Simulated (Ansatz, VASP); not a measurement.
**SiC in VASP and in Ansatz**

```
CELL_PARAMETERS angstrom
-0.91302 1.82605 1.82605
1.82605 -0.91302 1.82605
1.82605 1.82605 -0.91302
ATOMIC_POSITIONS crystal
Si 0.00000 0.00000 0.00000
C 0.75000 0.75000 0.75000
```

Alike in both runs: task single point; functional LDA; k mesh 12 × 12 × 12; occupations gaussian, width 0.05 eV; no spin polarisation.

|  | VASP | Ansatz |
| --- | --- | --- |
| version | VASP 6.6.1 | Ansatz 0.2.0 |
| potentials or method | VASP PAW LDA potentials, release 64 (Si, C), cutoff 520 eV | scalar-relativistic, plane waves, PAW |
| valence electrons in the cell | 8 | 8 |

Ansatz gave:

| Item | Value |
| --- | --- |
| gap on the k mesh at the Fermi level (eV) | none |
| rms of the force components (eV/Å) | 36.194 |

**Question.** Estimate VASP's values.

**Answer.** gap on the k mesh at the Fermi level (eV): none; rms of the force components (eV/Å): 35.272.

LDA's correlation is that of Perdew and Zunger in VASP and of Perdew and Wang (1992) in Ansatz. Atom by atom the forces differ by 0.922 eV/Å (rms over components). A gap of «none» marks a metal or a gap that the smearing closes.
